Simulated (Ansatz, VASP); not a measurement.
# One calculation of SnSe, two programs

```
Sn Se
1.0
     0.00000    2.97275    2.97275
     3.19571    0.00000    2.97275
     3.19571    2.97275    0.00000
Sn Se
1 1
Direct
  0.00000 0.00000 0.00000
  0.50000 0.50000 0.50000
```

Change from the starting cell: strain +0.0750 x Voigt [1, 0, 0, 0, 0, 0], atoms carried along.

Alike in both runs: task single point; functional PBEsol; k mesh 8 × 8 × 8; occupations gaussian, width 0.05 eV; no spin polarisation.

|  | VASP | Ansatz |
| --- | --- | --- |
| version | VASP 6.6.1 | Ansatz 0.2.0 |
| potentials or method | VASP PAW PBE potentials, release 64 (Sn_d, Se), cutoff 520 eV | scalar-relativistic, plane waves, PAW |
| valence electrons in the cell | 20 | 30 |

|  | VASP | Ansatz | Ansatz less VASP |
| --- | --- | --- | --- |
| gap on the k mesh at the Fermi level (eV) | 0.54 | 0.54 | -0.001 |
| least direct gap on the mesh (eV) | 0.61 | 0.61 | -0.003 |
| pressure (GPa) | -2.8 | -2.8 | -0.01 |
| traceless stress, the component that is largest in VASP (GPa) | -4.04 | -4.01 | +0.027 |

VASP's potentials were made for PBE, not for PBEsol. With one functional, cell and mesh, what is left measures potentials, basis and numerics. VASP's potentials hold 20 valence electrons a cell and Ansatz's 30, so a difference there can come from the potentials and not from the codes.
